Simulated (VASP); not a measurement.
A run of VASP 6.6.1 is set up as follows.

File INCAR:

```
SYSTEM = Al25N24
ALGO     = Normal         ! electronic algorithm
EDIFF    = 1E-6           ! SCF threshold, eV
ENCUT    = 520            ! plane-wave cutoff, eV
GGA      = PE             ! functional
ISIF     = 2              ! what is computed and relaxed
ISMEAR   = 0              ! smearing method
LASPH    = .TRUE.         ! aspherical terms in the spheres
LCHARG   = .TRUE.         ! write CHGCAR
LELF     = .TRUE.         ! ELF
LREAL    = Auto         
LVHAR    = .TRUE.       
LWAVE    = .FALSE.        ! write WAVECAR
NBANDS   = 128            ! bands
NELECT   = 194.0        
NELM     = 60             ! most SCF steps
PREC     = Accurate       ! precision mode
SIGMA    = 0.01           ! smearing width, eV
```

The input KPOINTS:

```
Automatic mesh
0
Gamma
  2 2 2
  0.5 0.5 0.5
```

File POSCAR:

```
Al25N24
1.0
    3.1302084199     -5.4216800216      5.0180433219
    3.1302084199      5.4216800216      5.0180433219
   -6.2604168399      0.0000000000      5.0180433219
Al N
25 24
Direct
    0.6644272145      0.3334779632      0.5018320391
    0.9940724687      0.6572035535      0.8218266549
    0.3334779632      0.5018320391      0.6644272145
    0.8354886731      0.4980409899      0.1659608137
    0.1809896514      0.3643575443      0.9969139784
    0.5018320391      0.6644272145      0.3334779632
    0.8218266549      0.9940724687      0.6572035535
    0.1659608137      0.8354886731      0.4980409899
    0.4980409899      0.1659608137      0.8354886731
    0.6572035535      0.8218266549      0.9940724687
    0.9969139784      0.1809896514      0.3643575443
    0.3643575443      0.9969139784      0.1809896514
    0.6661411284      0.4942748941      0.8311267054
    0.9827289398      0.8241863688      0.1402649918
    0.3346107224      0.6675971704      0.9977418315
    0.8311267054      0.6661411284      0.4942748941
    0.1687538308      0.5070975784      0.3334443656
    0.4942748941      0.8311267054      0.6661411284
    0.8241863688      0.1402649918      0.9827289398
    0.1402649918      0.9827289398      0.8241863688
    0.5070975784      0.3334443656      0.1687538308
    0.6675971704      0.9977418315      0.3346107224
    0.9977418315      0.3346107224      0.6675971704
    0.3334443656      0.1687538308      0.5070975784
    0.0919025802      0.0919025802      0.0919025802
    0.7941785111      0.4620063415      0.6247446359
    0.1265835981      0.7686852831      0.9474953608
    0.4620063415      0.6247446359      0.7941785111
    0.9616277453      0.6301368824      0.2894294490
    0.3049077707      0.4674071454      0.1331288115
    0.6247446359      0.7941785111      0.4620063415
    0.9474953608      0.1265835981      0.7686852831
    0.2894294490      0.9616277453      0.6301368824
    0.6301368824      0.2894294490      0.9616277453
    0.7686852831      0.9474953608      0.1265835981
    0.1331288115      0.3049077707      0.4674071454
    0.4674071454      0.1331288115      0.3049077707
    0.4606284778      0.2951925115      0.6321905202
    0.7932889601      0.6205498637      0.9583413594
    0.1278038428      0.4568494113      0.7890533828
    0.6321905202      0.4606284778      0.2951925115
    0.9773967485      0.2970598477      0.1362953310
    0.2951925115      0.6321905202      0.4606284778
    0.6205498637      0.9583413594      0.7932889601
    0.9583413594      0.7932889601      0.6205498637
    0.2970598477      0.1362953310      0.9773967485
    0.4568494113      0.7890533828      0.1278038428
    0.7890533828      0.1278038428      0.4568494113
    0.1362953310      0.9773967485      0.2970598477
```

Potentials or basis: VASP PAW PBE potentials, release 64 (Al, N).

Run with:

```console
$ cat potpaw_PBE.64/Al/POTCAR potpaw_PBE.64/N/POTCAR > POTCAR
$ mpirun -np 1 vasp_std > vasp.out
```

(1) Estimate the largest force.

Answers

(1) 0.017 eV/Å.

Caveat: the cell carries a net charge on a neutralising background, which shifts energy and pressure.
